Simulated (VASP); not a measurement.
# AlGa3N2 in VASP: notebook

AlGa3N2 is run at these levels: PBE; tasks: single point, relaxation of shape and atoms at fixed volume, relaxation of cell and atoms.

Everything below comes from runs of VASP 6.6.1. Logs are shortened: lines on timing, memory, paths and dates and some standing lists are left out, and cuts for length are marked.

### Step 1. The cell of the first run

The typed cell holds 6 atoms: a = 3.221 Å, b = 3.221 Å, c = 9.356 Å, α = 90.00°, β = 90.00°, γ = 60.00°.

### Step 2. Single point, PBE

File INCAR:

```
PREC = Accurate ; ENCUT = 520
EDIFF = 1E-7 ; ISMEAR = 0
SIGMA = 0.1 ; LREAL = False
LASPH = True ; NELM = 100
ALGO = Normal ; ISIF = 2
LWAVE = False ; LCHARG = True
GGA = PE ; LELF = True
LVHAR = True ; NBANDS = 35
```

File KPOINTS:

```
regular mesh
0
Gamma
  12 12 4
```

File POSCAR:

```
AlGa3N2
1.0
    2.7891144193     -1.6103158756      0.0281304479
    2.7891144193      1.6103158756      0.0281304479
   -0.0947458251      0.0000000000      9.3554884504
Al Ga N
1 3 2
Direct
    0.6666176743      0.6666176743      0.7453052480
    0.9999579219      0.9999579219      0.0226335053
    0.3332767796      0.3332767796      0.4734008901
   -0.0000538303     -0.0000538303      0.2898044665
    0.6666236229      0.6666236229      0.9476639375
    0.3332851022      0.3332851022      0.6841919525
```

Potentials or basis: VASP PAW PBE potentials, release 64 (Al, Ga_d, N).

Started as:

```sh
> cat potpaw_PBE.64/Al/POTCAR potpaw_PBE.64/Ga_d/POTCAR potpaw_PBE.64/N/POTCAR > POTCAR
> mpirun -np 1 vasp_std > vasp.out
```

OUTCAR:

```text
PREC = Accurate
   ENCUT = 520
   EDIFF = 1E-7
   ISMEAR = 0
   LREAL = False
   LASPH = True
   NELM = 100
   ISIF = 2
   GGA = PE

 ion  position               nearest neighbor table
   1  0.667  0.667  0.745-   5 1.89   6 1.95   6 1.95   6 1.95
   2  1.000  1.000  0.023-   5 1.99   5 1.99   5 1.99   4 2.50
   3  0.333  0.333  0.473-   6 1.97   4 2.53   4 2.53   4 2.53
   4  1.000  1.000  0.290-   2 2.50   3 2.53   3 2.53   3 2.53
   5  0.667  0.667  0.948-   1 1.89   2 1.99   2 1.99   2 1.99
   6  0.333  0.333  0.684-   1 1.95   1 1.95   1 1.95   3 1.97

  LATTYP: Found a base centered monoclinic cell.
 ALAT       =     5.5785125494
 B/A-ratio  =     0.5773280463
 C/A-ratio  =     1.6771438829
 COS(beta)  =    -0.0000414952

  Lattice vectors:

 A1 = (   2.7891144193,  -1.6103158756,   0.0281304479)
 A2 = (   2.7891144193,   1.6103158756,   0.0281304479)
 A3 = (  -0.0947458251,   0.0000000000,   9.3554884504)

Analysis of symmetry for initial positions (statically):
=====================================================================
 Subroutine PRICEL returns:
 Original cell was already a primitive cell.

 Routine SETGRP: Setting up the symmetry group for a
 base centered monoclinic supercell.

 Subroutine GETGRP returns: Found  2 space group operations
 (whereof  2 operations were pure point group operations)
 out of a pool of  4 trial point group operations.

The static configuration has the point symmetry C_1h.

Analysis of symmetry for dynamics (positions and initial velocities):
=====================================================================
 Subroutine PRICEL returns:
 Original cell was already a primitive cell.

 Routine SETGRP: Setting up the symmetry group for a
 base centered monoclinic supercell.

 Subroutine GETGRP returns: Found  2 space group operations
 (whereof  2 operations were pure point group operations)
 out of a pool of  4 trial point group operations.

The dynamic configuration has the point symmetry C_1h.

 Subroutine INISYM returns: Found  2 space group operations
 (whereof  2 operations are pure point group operations),
 and found     1 'primitive' translations

----------------------------------------------------------------------------------------

                                     Primitive cell

  volume of cell :      84.0462

  direct lattice vectors                    reciprocal lattice vectors
     2.789114419 -1.610315876  0.028130448     0.179250063 -0.310498088  0.001815319
     2.789114419  1.610315876  0.028130448     0.179250063  0.310498088  0.001815319
    -0.094745825  0.000000000  9.355488450    -0.001077952  0.000000000  0.106878211

  length of vectors
     3.220724730  3.220724730  9.355968198     0.358528859  0.358528859  0.106883647

  position of ions in fractional coordinates (direct lattice)
     0.666617674  0.666617674  0.745305248
     0.999957922  0.999957922  0.022633505
     0.333276780  0.333276780  0.473400890
     0.999946170  0.999946170  0.289804467
     0.666623623  0.666623623  0.947663938
     0.333285102  0.333285102  0.684191953

  ion indices of the primitive-cell ions
   primitive index   ion index
                 1           1
                 2           2
                 3           3
                 4           4
                 5           5
                 6           6

----------------------------------------------------------------------------------------

 KPOINTS: regular mesh

Automatic generation of k-mesh.
 Grid dimensions read from file:
 generate k-points for:   12   12    4

 Generating k-lattice:

  Cartesian coordinates                     Fractional coordinates (reciprocal lattice)
     0.014937505 -0.025874841  0.000151277     0.083333333  0.000000000 -0.000000000
     0.014937505  0.025874841  0.000151277     0.000000000  0.083333333 -0.000000000
    -0.000269488  0.000000000  0.026719553    -0.000000000 -0.000000000  0.250000000

  Length of vectors
     0.029877405  0.029877405  0.026720912

  Shift w.r.t. Gamma in fractional coordinates (k-lattice)
     0.000000000  0.000000000  0.000000000

 Subroutine IBZKPT returns following result:
 ===========================================

 Found    164 irreducible k-points:

 Following reciprocal coordinates:
            Coordinates               Weight
  0.000000  0.000000  0.000000      1.000000
  0.083333 -0.000000 -0.000000      4.000000
  0.166667  0.000000 -0.000000      4.000000
  0.250000 -0.000000 -0.000000      4.000000
  0.333333 -0.000000 -0.000000      4.000000
  0.416667 -0.000000 -0.000000      4.000000
[... 16 lines left out ...]
  0.500000  0.166667 -0.000000      4.000000
 -0.416667  0.166667 -0.000000      4.000000
 [... further k-points ...]
   k-points           NKPTS =    164   k-points in BZ     NKDIM =    164   number of bands    NBANDS=     35
   number of dos      NEDOS =    301   number of ions     NIONS =      6
   total plane-waves  NPLWV =  40320
   dimension x,y,z NGX =    24 NGY =   24 NGZ =   70
   dimension x,y,z NGXF=    48 NGYF=   48 NGZF=  140
   ions per type =               1   3   2
   NGX,Y,Z   is equivalent  to a cutoff of  12.39, 12.39, 12.44 a.u.
   NGXF,Y,Z  is equivalent  to a cutoff of  24.78, 24.78, 24.88 a.u.
 SYSTEM =  unknown system
   PREC   = accura    normal or accurate (medium, high low for compatibility)
   ISTART =      0    job   : 0-new  1-cont  2-samecut
   ICHARG =      2    charge: 1-file 2-atom 10-const
   ISPIN  =      1    spin polarized calculation?
   LNONCOLLINEAR =      F non collinear calculations
   LSORBIT =      F    spin-orbit coupling
   LASPH  =      T    aspherical Exc in radial PAW
   ENCUT  =  520.0 eV  38.22 Ry    6.18 a.u.   5.99  5.99 17.40*2*pi/ulx,y,z
   NELM   =    100;   NELMIN=  2; NELMDL= -5     # of ELM steps
   EDIFF  = 0.1E-06   stopping-criterion for ELM
   LREAL  =      F    real-space projection
   EDIFFG = 0.1E-05   stopping-criterion for IOM
   NSW    =      0    number of steps for IOM
   IBRION =     -1    ionic relax: 0-MD 1-quasi-New 2-CG
   NFREE  =      0    steps in history (QN), initial steepest desc. (CG)
   ISIF   =      2    stress and relaxation
   ISYM   =      2    0-nonsym 1-usesym 2-fastsym
   POTIM  = 0.5000    time-step for ionic-motion
   TEBEG  =    0.0;   TEEND  =   0.0 temperature during run
   PSTRESS=    0.0 pullay stress
   NELECT =      52.0000    total number of electrons
   NUPDOWN=      -1.0000    fix difference up-down
   EMIN   =  10.00;   EMAX   =-10.00  energy-range for DOS
   EFERMI =   0.00;   METHOD = LEGACY
   ISMEAR =     0;   SIGMA  =   0.10  broadening in eV -4-tet -1-fermi 0-gaus
   EFERMI_NEDOS =   21; number of points for ismear=-14 and -15
   IALGO  =     38    algorithm
   IMIX   =      4    mixing-type and parameters
     AMIX     =   0.40;   BMIX     =  1.00
     AMIX_MAG =   1.60;   BMIX_MAG =  1.00
  volume/ion in A,a.u.               =      14.01        94.53
  Fermi-wavevector in a.u.,A,eV,Ry     =   1.394986  2.636141 26.476749  1.945986
  Thomas-Fermi vector in A             =   2.518482
   LORBIT       =      0    0 simple, 1 ext, 2 COOP (PROOUT), +10 PAW based schemes
   GGA     = PE    functional components
   LHFCALC =     F    Hartree Fock is set to
   AEXX    =    0.0000 exact exchange contribution
   IVDW    =     0    specifies the selected vdW correction
   LEPSILON=     F    determine dielectric tensor
   LRPA    =     F    only Hartree local field effects (RPA)
 non-spin polarized calculation
 Gauss-broadening in eV      SIGMA  =   0.10
  energy-cutoff  :      520.00
  volume of cell :       84.05
 maximum number of plane-waves:      2298
   NGX = 11   NGY = 11   NGZ = 35

 number of electron      51.9999968 magnetization

 Free energy of the ion-electron system (eV)
  ---------------------------------------------------
  ext. energy  EPLUGINS =         0.00000000
  ---------------------------------------------------
  free energy    TOTEN  =       -32.01931183 eV

  energy without entropy =      -32.01471661  energy(sigma->0) =      -32.01701422

 E-fermi :   6.8807     XC(G=0): -10.9731

 val. band max:        6.8049433709   @ k =   0.5000   0.5000  -0.0000
 cond. band min:       6.8859283060   @ k =   0.3333   0.1667  -0.0000
 fundamental gap:      0.0809849351
 Fermi energy:         6.8807010247

 k-point     1 :       0.0000    0.0000    0.0000
  band No.  band energies     occupation
      1     -10.6047      2.00000
      2      -9.8611      2.00000
      3      -8.8605      2.00000
      4      -8.8604      2.00000
      5      -8.7653      2.00000
      6      -8.7545      2.00000
[... 27 lines left out ...]
     34      14.5348      0.00000
     35      14.9861      0.00000

 k-point     2 :       0.0833   -0.0000   -0.0000
  band No.  band energies     occupation
      1     -10.5455      2.00000
      2      -9.8324      2.00000
      3      -8.8627      2.00000
      4      -8.8555      2.00000
      5      -8.7618      2.00000
      6      -8.7520      2.00000
[... 27 lines left out ...]
     34      14.6440      0.00000
     35      15.0640      0.00000

 k-point     3 :       0.1667    0.0000   -0.0000
  band No.  band energies     occupation
      1     -10.3831      2.00000
      2      -9.7620      2.00000
      3      -8.8673      2.00000
      4      -8.8437      2.00000
      5      -8.7701      2.00000
      6      -8.7295      2.00000
[... 27 lines left out ...]
     34      14.4506      0.00000
     35      14.7058      0.00000
[... 723 lines left out ...]
 k-point    23 :       0.5000    0.1667   -0.0000
  band No.  band energies     occupation
      1      -9.8232      2.00000
      2      -9.5039      2.00000
      3      -8.8539      2.00000
      4      -8.8424      2.00000
      5      -8.7671      2.00000
      6      -8.6791      2.00000
[... 27 lines left out ...]
     34      13.4037      0.00000
     35      15.0779      0.00000

 k-point    24 :      -0.4167    0.1667   -0.0000
  band No.  band energies     occupation
      1      -9.8005      2.00000
      2      -9.4750      2.00000
      3      -8.8538      2.00000
      4      -8.8440      2.00000
      5      -8.7680      2.00000
      6      -8.6664      2.00000
[... 27 lines left out ...]
     34      13.4201      0.00000
     35      14.9043      0.00000

 [... further k-points ...]

------------------------ aborting loop because EDIFF is reached ----------------------------------------

  FORCE on cell =-STRESS in cart. coord.  units (eV):
  Direction    XX          YY          ZZ          XY          YZ          ZX
  --------------------------------------------------------------------------------------
  -------------------------------------------------------------------------------------
  Total        0.0021623      0.0039976      0.0541759      0.0000000      0.0000000      0.0001467
  in kB        0.0412204      0.0762068      1.0327587      0.0000000      0.0000000      0.0027971
  external PRESSURE =       0.3833953 kB  Pullay stress =       0.0000000 kB

 VOLUME and BASIS-vectors are now :
 -----------------------------------------------------------------------------
  energy-cutoff  :      520.00
  volume of cell :       84.05
      direct lattice vectors                 reciprocal lattice vectors
     2.789114419 -1.610315876  0.028130448     0.179250063 -0.310498088  0.001815319
     2.789114419  1.610315876  0.028130448     0.179250063  0.310498088  0.001815319
    -0.094745825  0.000000000  9.355488450    -0.001077952  0.000000000  0.106878211

 POSITION                                       TOTAL-FORCE (eV/Angst)
 -----------------------------------------------------------------------------------
      3.64793      0.00000      7.01020        -0.000020      0.000000      0.005002
      5.57585      0.00000      0.26801        -0.000097      0.000000      0.005320
      1.81424      0.00000      4.44765         0.000016      0.000000     -0.003575
      5.55047      0.00000      2.76752         0.000086      0.000000     -0.008918
      3.62879      0.00000      8.90336         0.000237      0.000000     -0.020950
      1.79432      0.00000      6.41970        -0.000222      0.000000      0.023119
 -----------------------------------------------------------------------------------
    total drift:                               -0.000042     -0.000000     -0.000693

  FREE ENERGIE OF THE ION-ELECTRON SYSTEM (eV)
  ---------------------------------------------------
  free  energy   TOTEN  =       -32.0193118280 eV

  energy  without entropy=      -32.0147166082  energy(sigma->0) =      -32.01701422
```

It took 4.9 min on 1 thread of AMD EPYC 9R45 (Zen 5), shared host; peak memory 0.45 GiB.

Results:

| Quantity | Value |
| --- | --- |
| Free energy | -32.0193 eV |
| Pressure | 0.0 GPa |
| Largest force | 0.023 eV/Å |
| Band gap on the k mesh | zero (bands 26 and 27 overlap by 2.95 eV) |

Forces in eV/Å, atoms in the order of the input:
```
Al   0.000  0.000  0.005
Ga   0.000  0.000  0.005
Ga   0.000  0.000 -0.004
Ga   0.000  0.000 -0.009
N    0.000  0.000 -0.021
N    0.000  0.000  0.023
```

Levels at points of the mesh, in eV from the Fermi level:
```csv
k point,band 24,band 25,band 26,band 27,band 28,band 29
"(0.00, 0.00, 0.00)",-2.57,-2.57,-0.87,2.45,3.40,6.26
"(0.50, 0.00, 0.00)",-4.29,-3.70,-2.55,-0.08,2.44,2.65
"(0.50, 0.50, 0.00)",-4.29,-3.70,-2.55,-0.08,2.44,2.65
"(0.00, 0.00, 0.50)",-2.57,-2.57,0.83,1.22,3.58,6.18
"(0.50, 0.00, 0.50)",-4.41,-3.71,-2.16,0.51,1.85,2.07
"(0.50, 0.50, 0.50)",-4.41,-3.71,-2.16,0.51,1.85,2.07
```

[end of part 1 of 2]

The gap in the log of VASP goes by the Fermi energy; the results here count the filled bands.